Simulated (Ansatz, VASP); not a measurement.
Si in VASP and in Ansatz

```
CELL_PARAMETERS angstrom
0.00000 2.03862 2.03862
2.03862 0.00000 2.03862
2.03862 2.03862 0.00000
ATOMIC_POSITIONS crystal
Si 0.87500 0.87500 0.87500
Si 0.12500 0.12500 0.12500
```

Change from the starting cell: volume scaled by 0.43, crystal datasets.

Alike in both runs: task single point; functional LDA; k mesh 12 × 12 × 12; occupations fermi-dirac, width 0.08 eV; no spin polarisation.

|  | VASP | Ansatz |
| --- | --- | --- |
| version | VASP 6.6.1 | Ansatz 0.2.0 |
| potentials or method | VASP PAW LDA potentials, release 64 (Si), cutoff 500 eV | all-electron PAW with datasets made for the crystal, scalar-relativistic |

VASP gave:

- pressure (GPa): 398.4

Problem. What did Ansatz give for the same quantities?

Solution. Pressure (GPa): 396.0.

LDA's correlation is that of Perdew and Zunger in VASP and of Perdew and Wang (1992) in Ansatz. Both programs put the cell under a high pressure, so it lies far from rest at this level. Ansatz ran all-electron here, and VASP with PAW potentials.

Noted on VASP's run: the cell as given lies far from equilibrium.
